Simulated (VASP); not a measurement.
A run of VASP 6.6.1:

INCAR

```
PREC = Accurate
ENCUT = 600
EDIFF = 1E-6
ISMEAR = -1
SIGMA = 0.05
LREAL = False
LASPH = True
NELM = 80
ALGO = Normal
ISIF = 3
LWAVE = False
LCHARG = False
GGA = PS
IVDW = 13
IBRION = 2
NSW = 60
EDIFFG = -0.01
```

Contents of KPOINTS:

```
regular mesh
0
Gamma
  10 10 5
```

POSCAR

```
Hf
1.0
    3.1967000000      0.0000000000      0.0000000000
   -1.5983500000      2.7684234083      0.0000000000
    0.0000000000      0.0000000000      5.0578000000
Hf
2
Direct
    0.6666666667      0.3333333333      0.7500000000
    0.3333333333      0.6666666667      0.2500000000
```

Potentials or basis: VASP PAW PBE potentials, release 64 (Hf_pv).

The run is started by

```sh
$ cat potpaw_PBE.64/Hf_pv/POTCAR > POTCAR
$ mpirun -np 1 vasp_std > vasp.out
```

Hardware: 1 thread of Intel Xeon 8259CL, on a shared host.

Task: Estimate the wall time of this run.

Result: Run time: 2.6 min on 1 thread of Intel Xeon 8259CL (shared host), peak memory 0.2 GiB. Counts: scf iterations 32, k points 42, ion steps 4.
